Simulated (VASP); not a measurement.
Input of a VASP 6.6.1 run:

File INCAR:

```
PREC     = Accurate       # precision mode
ENCUT    = 520            # plane-wave cutoff, eV
EDIFF    = 1E-6           # SCF threshold, eV
ISMEAR   = 0              # smearing method
SIGMA    = 0.02           # smearing width, eV
LREAL    = Auto         
LASPH    = T              # aspherical terms in the spheres
NELM     = 100            # most SCF steps
ALGO     = Normal         # electronic algorithm
ISIF     = 2              # what is computed and relaxed
LWAVE    = F              # write WAVECAR
LCHARG   = F              # write CHGCAR
GGA      = PE             # functional
NBANDS   = 56             # bands
```

KPOINTS

```
Automatic mesh
0
Gamma
  2 2 2
  0.5 0.5 0.5
```

The input POSCAR:

```
Li17H16
1.0
    4.0071000521     -4.0071000521     -4.0071000521
   -4.0071000521     -4.0071000521      4.0071000521
   -4.0071000521      4.0071000521     -4.0071000521
Li H
17 16
Direct
    0.2403609811      0.7471132393      0.0044373736
    0.2397931141      1.0047465618      0.7474083405
    0.2602317103      0.2576328234      0.5150383003
    0.0027789423      0.7475930127      0.2471359555
    0.2597088883      0.5141855639      0.2567718516
    1.0917482576      1.0686822002      1.0699727844
    0.0024907040      0.2469764885      0.7475952587
    0.7495623920      0.7526263285      0.4567334172
   -0.0213078034      0.4840726398      0.4839796798
    0.7503081932      0.9956604398      0.2402857397
    0.7497450677      0.2400907109     -0.0046761997
    0.4085750240      0.7282179037      0.7270315096
    0.7503331489      0.4573521939      0.7530181330
    0.4972942961      0.9944791615      0.4948390293
    0.5214638948      0.2553643500      0.2553995375
    0.4974736029      0.4950722403     -0.0056141598
    0.7502559110      0.7858967730      0.7856406027
    0.2309052651      0.4906972560      0.7450618805
    0.2302104984      0.7448824490      0.4899418468
    0.2699283736      0.0098045967      0.2647398333
    0.0014658980      0.4925866523     -0.0008514886
    0.2691831963      0.2642482060      0.0098762196
   -0.0107038755      0.7652667665      0.7652479250
    0.0015331536     -0.0005281875      0.4931419167
    0.7500105964      0.4937414774      0.2442319850
    0.0099009257      0.2507889713      0.2507697554
    0.7509965963      0.7438525271      0.0118037981
    0.7489630808      0.0110461430      0.7427476133
    0.5109871162      0.5262350509      0.5261016627
    0.7500648751      0.2443456583      0.4937399801
    0.4985738998      0.7477296451      0.2410364072
    0.4901975180     -0.0090544283     -0.0091014698
    0.4984749505      0.2417200687      0.7479490058
```

Potentials or basis: VASP PAW PBE potentials, release 64 (Li_sv, H).

Command:

```sh
$ cat potpaw_PBE.64/Li_sv/POTCAR potpaw_PBE.64/H/POTCAR > POTCAR
$ mpirun -np 1 vasp_std > vasp.out
```

(1) Predict the largest force.

(2) What does it give for the band gap on the k mesh?

Results:

(1) 0.092 eV/Å.

(2) zero (an odd number of electrons rules out a gap without spin polarisation).

Caveat: the k points lie up to 0.55 Å⁻¹ apart, too coarse for converged energies and pressures of a metal; an odd number of electrons without spin polarisation forces a metal; a magnetic or distorted state may lie lower.
